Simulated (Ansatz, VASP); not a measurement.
# One calculation of Cu, two programs

```
Cu
1.0
    -1.38961    1.38961    1.38670
     1.38961   -1.38961    1.38670
     1.38961    1.38961   -1.38670
Cu
1
Direct
  0.00000 0.00000 0.00000
```

Alike in both runs: task single point; functional LDA; k mesh 24 × 24 × 24; occupations gaussian, width 0.15 eV; no spin polarisation.

|  | VASP | Ansatz |
| --- | --- | --- |
| version | VASP 6.6.1 | Ansatz 0.2.0 |
| potentials or method | VASP PAW LDA potentials, release 64 (Cu), cutoff 520 eV | scalar-relativistic, plane waves, PAW |
| valence electrons in the cell | 11 | 19 |

```csv
,VASP,Ansatz,Ansatz less VASP
gap on the k mesh at the Fermi level (eV),none,none,-
pressure (GPa),5.4,3.8,-1.58
```

Ansatz warns that its potentials were made for another functional, while VASP's fit it. LDA's correlation is that of Perdew and Zunger in VASP and of Perdew and Wang (1992) in Ansatz. A gap of «none» marks a metal or a gap that the smearing closes. VASP's potentials hold 11 valence electrons a cell and Ansatz's 19, so a difference there can come from the potentials and not from the codes.
